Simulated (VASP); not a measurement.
# BaTiO3 (P4/mmm) in VASP: single point with r2SCAN

Aim: the single point of BaTiO3 with r2SCAN.

Everything below comes from runs of VASP 6.6.1. Logs are shortened: lines on timing, memory, paths and dates and some standing lists are left out, and cuts for length are marked.

### 1 The cell of the first run

It takes space group P4/mmm (No. 123, tetragonal). Conventional cell: a = 4.313 Å, b = 4.313 Å, c = 3.994 Å, α = 90.00°, β = 90.00°, γ = 90.00°. Within 4.0 Å of Ba (site symmetry 4/mmm) lie 12 O at 2.94 to 3.05 Å and 8 Ti at 3.65 Å and 2 Ba at 3.99 Å. Within 2.6 Å of Ti (site symmetry 4/mmm) lie 6 O at 2.00 to 2.16 Å. O (site symmetry 4/mmm) has 2 Ti at 2.00 Å within 2.6 Å. Within 3.1 Å of O (site symmetry mmm) lie 2 Ti at 2.16 Å and 4 Ba at 2.94 Å and 8 O at 2.94 to 3.05 Å.

### 2 Single point, r2SCAN (strain +0.080 along x and y, +0.000 along z)

POSCAR

```
BaTiO3
1.0
    4.3134871900      0.0000000000      0.0000000000
    0.0000000000      4.3134871900      0.0000000000
    0.0000000000      0.0000000000      3.9941038383
Ba Ti O
1 1 3
Direct
    0.0000000000      0.0000000000      0.0000000000
    0.5000000000      0.5000000000      0.5000000000
    0.5000000000      0.5000000000      0.0000000000
    0.5000000000      0.0000000000      0.5000000000
    0.0000000000      0.5000000000      0.5000000000
```

INCAR.step1

```
PREC = Accurate
ENCUT = 520
ISMEAR = 0
SIGMA = 0.05
LREAL = F
LASPH = T
NELM = 80
NBANDS = 28
GGA = PE
ALGO = Normal
EDIFF = 1E-4
LWAVE = T
LCHARG = F
```

INCAR.step2

```
PREC = Accurate
ENCUT = 520
EDIFF = 1E-6
ISMEAR = 0
SIGMA = 0.05
LREAL = F
LASPH = T
NELM = 80
ALGO = Normal
ISIF = 2
LWAVE = F
LCHARG = F
METAGGA = R2SCAN
LMIXTAU = T
NBANDS = 28
ISTART = 1
```

KPOINTS

```
Automatic mesh
0
Gamma
  8 8 8
```

Potentials or basis: VASP PAW PBE potentials, release 64 (Ba_sv, Ti_sv, O).

Started as:

```sh
cat potpaw_PBE.64/Ba_sv/POTCAR potpaw_PBE.64/Ti_sv/POTCAR potpaw_PBE.64/O/POTCAR > POTCAR
cp INCAR.step1 INCAR
mpirun -np 1 vasp_std > vasp.out
cp INCAR.step2 INCAR
mpirun -np 1 vasp_std > vasp.out
```

OUTCAR:

```text
PREC = Accurate
   ENCUT = 520
   EDIFF = 1E-6
   ISMEAR = 0
   LREAL = F
   LASPH = T
   NELM = 80
   ISIF = 2
   METAGGA = R2SCAN
   ISTART = 1

 ion  position               nearest neighbor table
   1  0.000  0.000  0.000-   4 2.94   5 2.94   4 2.94   5 2.94   5 2.94   5 2.94   4 2.94   4 2.94
                             3 3.05   3 3.05   3 3.05   3 3.05   2 3.65   2 3.65   2 3.65   2 3.65
   2  0.500  0.500  0.500-   3 2.00   3 2.00   5 2.16   4 2.16   4 2.16   5 2.16   1 3.65   1 3.65
                             1 3.65   1 3.65   1 3.65   1 3.65   1 3.65   1 3.65
   3  0.500  0.500  0.000-   2 2.00   2 2.00   1 3.05   1 3.05   1 3.05   1 3.05
   4  0.500  0.000  0.500-   2 2.16   2 2.16   1 2.94   1 2.94   1 2.94   1 2.94
   5  0.000  0.500  0.500-   2 2.16   2 2.16   1 2.94   1 2.94   1 2.94   1 2.94

  LATTYP: Found a simple tetragonal cell.
 ALAT       =     4.3134871900
 C/A-ratio  =     0.9259570418

  Lattice vectors:

 A1 = (   4.3134871900,   0.0000000000,   0.0000000000)
 A2 = (   0.0000000000,   4.3134871900,   0.0000000000)
 A3 = (   0.0000000000,   0.0000000000,   3.9941038383)

Analysis of symmetry for initial positions (statically):
=====================================================================
 Subroutine PRICEL returns:
 Original cell was already a primitive cell.

 Routine SETGRP: Setting up the symmetry group for a
 simple tetragonal supercell.

 Subroutine GETGRP returns: Found 16 space group operations
 (whereof 16 operations were pure point group operations)
 out of a pool of 16 trial point group operations.

The static configuration has the point symmetry D_4h.

Analysis of symmetry for dynamics (positions and initial velocities):
=====================================================================
 Subroutine PRICEL returns:
 Original cell was already a primitive cell.

 Routine SETGRP: Setting up the symmetry group for a
 simple tetragonal supercell.

 Subroutine GETGRP returns: Found 16 space group operations
 (whereof 16 operations were pure point group operations)
 out of a pool of 16 trial point group operations.

The dynamic configuration has the point symmetry D_4h.

 Subroutine INISYM returns: Found 16 space group operations
 (whereof 16 operations are pure point group operations),
 and found     1 'primitive' translations

----------------------------------------------------------------------------------------

                                     Primitive cell

[... 97 lines left out ...]
   LREAL  =      F    real-space projection
   EDIFFG = 0.1E-04   stopping-criterion for IOM
   NSW    =      0    number of steps for IOM
   IBRION =     -1    ionic relax: 0-MD 1-quasi-New 2-CG
   NFREE  =      0    steps in history (QN), initial steepest desc. (CG)
   ISIF   =      2    stress and relaxation
   ISYM   =      2    0-nonsym 1-usesym 2-fastsym
   POTIM  = 0.5000    time-step for ionic-motion
   TEBEG  =    0.0;   TEEND  =   0.0 temperature during run
   PSTRESS=    0.0 pullay stress
   NELECT =      40.0000    total number of electrons
   NUPDOWN=      -1.0000    fix difference up-down
   EMIN   =  10.00;   EMAX   =-10.00  energy-range for DOS
   EFERMI =   0.00;   METHOD = LEGACY
   ISMEAR =     0;   SIGMA  =   0.05  broadening in eV -4-tet -1-fermi 0-gaus
   EFERMI_NEDOS =   21; number of points for ismear=-14 and -15
   IALGO  =     38    algorithm
   IMIX   =      4    mixing-type and parameters
     AMIX     =   0.40;   BMIX     =  1.00
     AMIX_MAG =   1.60;   BMIX_MAG =  1.00
  volume/ion in A,a.u.               =      14.86       100.30
  Fermi-wavevector in a.u.,A,eV,Ry     =   1.331689  2.516527 24.128500  1.773395
  Thomas-Fermi vector in A             =   2.460681
   LORBIT       =      0    0 simple, 1 ext, 2 COOP (PROOUT), +10 PAW based schemes
   METAGGA = R2SCAN    functional components
   LHFCALC =     F    Hartree Fock is set to
   AEXX    =    0.0000 exact exchange contribution
   IVDW    =     0    specifies the selected vdW correction
   LEPSILON=     F    determine dielectric tensor
   LRPA    =     F    only Hartree local field effects (RPA)
 non-spin polarized calculation
 Gauss-broadening in eV      SIGMA  =   0.05
  energy-cutoff  :      520.00
  volume of cell :       74.31
 maximum number of plane-waves:      2048
   NGX = 17   NGY = 17   NGZ = 15

 number of electron      39.9999979 magnetization

 Free energy of the ion-electron system (eV)
  ---------------------------------------------------
  ext. energy  EPLUGINS =         0.00000000
  ---------------------------------------------------
  free energy    TOTEN  =       -73.49704764 eV

  energy without entropy =      -73.49704764  energy(sigma->0) =      -73.49704764

 E-fermi :   2.8324     XC(G=0): -11.0979

 val. band max:        2.5115673974   @ k =   0.5000   0.5000   0.5000
 cond. band min:       4.1770200938   @ k =   0.0000   0.0000   0.0000
 fundamental gap:      1.6654526964
 Fermi energy:         2.8324325170

 k-point     1 :       0.0000    0.0000    0.0000
  band No.  band energies     occupation
      1     -57.0448      2.00000
      2     -32.1401      2.00000
      3     -32.1377      2.00000
      4     -32.1377      2.00000
      5     -23.4262      2.00000
      6     -15.2560      2.00000
[... 733 lines left out ...]
     27      10.2369      0.00000
     28      11.0424      0.00000

 [... further k-points ...]

------------------------ aborting loop because EDIFF is reached ----------------------------------------

  FORCE on cell =-STRESS in cart. coord.  units (eV):
  Direction    XX          YY          ZZ          XY          YZ          ZX
  --------------------------------------------------------------------------------------
  -------------------------------------------------------------------------------------
  Total       -9.4894662     -9.4894662     -5.5057117      0.0000000      0.0000000      0.0000000
  in kB     -204.5860371   -204.5860371   -118.6991678      0.0000000      0.0000000      0.0000000
  external PRESSURE =    -175.9570807 kB  Pullay stress =       0.0000000 kB

 VOLUME and BASIS-vectors are now :
 -----------------------------------------------------------------------------
  energy-cutoff  :      520.00
  volume of cell :       74.31
      direct lattice vectors                 reciprocal lattice vectors
     4.313487190  0.000000000  0.000000000     0.231830989  0.000000000  0.000000000
     0.000000000  4.313487190  0.000000000     0.000000000  0.231830989  0.000000000
     0.000000000  0.000000000  3.994103838     0.000000000  0.000000000  0.250369054

 POSITION                                       TOTAL-FORCE (eV/Angst)
 -----------------------------------------------------------------------------------
      0.00000      0.00000      0.00000         0.000000      0.000000      0.000000
      2.15674      2.15674      1.99705         0.000000      0.000000      0.000000
      2.15674      2.15674      0.00000         0.000000      0.000000      0.000000
      2.15674      0.00000      1.99705         0.000000      0.000000      0.000000
      0.00000      2.15674      1.99705         0.000000      0.000000      0.000000
 -----------------------------------------------------------------------------------
    total drift:                                0.000000     -0.000000     -0.000000

  FREE ENERGIE OF THE ION-ELECTRON SYSTEM (eV)
  ---------------------------------------------------
  free  energy   TOTEN  =       -73.4970476358 eV

  energy  without entropy=      -73.4970476358  energy(sigma->0) =      -73.49704764
```

OUTCAR.step1:

```text
PREC = Accurate
   ENCUT = 520
   ISMEAR = 0
   LREAL = F
[... 979 lines left out ...]
      2.15674      2.15674      1.99705         0.000000      0.000000      0.000000
      2.15674      2.15674      0.00000         0.000000      0.000000      0.000000
      2.15674      0.00000      1.99705         0.000000      0.000000      0.000000
      0.00000      2.15674      1.99705         0.000000      0.000000      0.000000
 -----------------------------------------------------------------------------------
    total drift:                                0.000000     -0.000000     -0.000000

  FREE ENERGIE OF THE ION-ELECTRON SYSTEM (eV)
  ---------------------------------------------------
  free  energy   TOTEN  =       -39.4395550498 eV

  energy  without entropy=      -39.4395550498  energy(sigma->0) =      -39.43955505
```

It took 4.8 min on 1 thread of Intel Xeon Platinum 8375C at 2.90GHz (Ice Lake), shared host; peak memory 0.29 GiB.

Results:

```
Free energy            : -73.4970 eV
Pressure               : -17.6 GPa
Band gap on the k mesh : 1.67 eV (least direct gap 1.93 eV)
```

Caveat: the cell differs from its parent crystal (strain +0.080 along x and y, +0.000 along z); the cell stands under tension; the PAW data sets were made with another functional, which shifts forces and pressure a little; spin-orbit coupling is left out, which moves the levels of the heavy elements.
